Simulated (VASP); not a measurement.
Here is a VASP 6.6.1 calculation.

INCAR

```
SYSTEM = CuO
  ALGO = Normal
  EDIFF = 1E-6
  ENCUT = 820
  GGA = PS
  GGA_COMPAT = .False.
  ISIF = 2
  ISMEAR = -1
  IVDW = 13
  LASPH = .True.
  LCHARG = .False.
  LREAL = .False.
  LWAVE = .False.
  NBANDS = 33
  NELM = 120
  PREC = Accurate
  SIGMA = 0.05
```

File KPOINTS:

```
k-points
0
Gamma
  10 10 5
  0 0 0
```

POSCAR

```
CuO
1.0
    2.3726673498     -1.7338196878      0.0000000000
    2.3726673498      1.7338196878      0.0000000000
   -0.8612132810      0.0000000000      5.1244279405
Cu O
2 2
Direct
    0.5000000000      0.0000000000      0.5000000000
    0.0000000000      0.5000000000      0.0000000000
    0.4184000000      0.5816000000      0.7500000000
    0.5816000000      0.4184000000      0.2500000000
```

Potentials or basis: VASP PAW PBE potentials, release 64 (Cu_sv_GW, O).

Run with:

```console
$ cat potpaw_PBE.64/Cu_sv_GW/POTCAR potpaw_PBE.64/O/POTCAR > POTCAR
$ mpirun -np 1 vasp_std > vasp.out
```

Predict the dispersion energy per atom.

-0.175 eV.

Predict the largest force.

0.464 eV/Å.

What does it give for the band gap on the k mesh?

Zero (bands 25 and 26 overlap by 0.60 eV).

Estimate the pressure.

-12.0 GPa.

Stress tensor (GPa, compression positive):
```
-12.81   0.00   0.34
  0.00  -8.24   0.00
  0.34   0.00 -15.05
```

Caveat: the stress differs along the axes, from -15 to -8 GPa; the PAW data sets were made with another functional, which shifts forces and pressure a little; semilocal functionals often make such compounds metallic where correlation or magnetic order opens a gap, which also shifts bond lengths. With open d or f shells a metallic result of PBEsol can be an artefact of self-interaction; +U or a hybrid may open a gap.
